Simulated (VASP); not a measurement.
The system is MnV.

```
Mn V
1.0
     2.90000    0.00000    0.00000
     0.00000    2.90000    0.00000
     0.00000    0.00000    2.90000
Mn V
1 1
Direct
  0.00000 0.00000 0.00000
  0.50000 0.50000 0.50000
```

Base run:

```yaml
Program: VASP 6.6.1
Functional: LDA
Potentials_or_basis: VASP PAW LDA potentials, release 64 (Mn_pv, V_sv)
Cutoff: 520 eV
k_mesh: 11 × 11 × 11
Occupations: fermi-dirac, width 0.05 eV
Spin: collinear spin, ferromagnetic start
Starting_moments: "[0.2, 0.2] μB"
Fixed_moment: 0.4 μB
```

Its results: pressure -20.6 GPa; site moments Mn +0.42; V -0.04 μB.

**Question.** The run is repeated on the same cell with these changes: fixed moment from 0.4 μB to 0.8 μB; moments at the start from [0.2, 0.2] to [0.4, 0.4]. What comes out?

**Answer.** Pressure -19.1 GPa; site moments Mn +0.73; V +0.01 μB.

Caveats: the cell stands under tension; the total moment is fixed, so each spin has its own Fermi level.
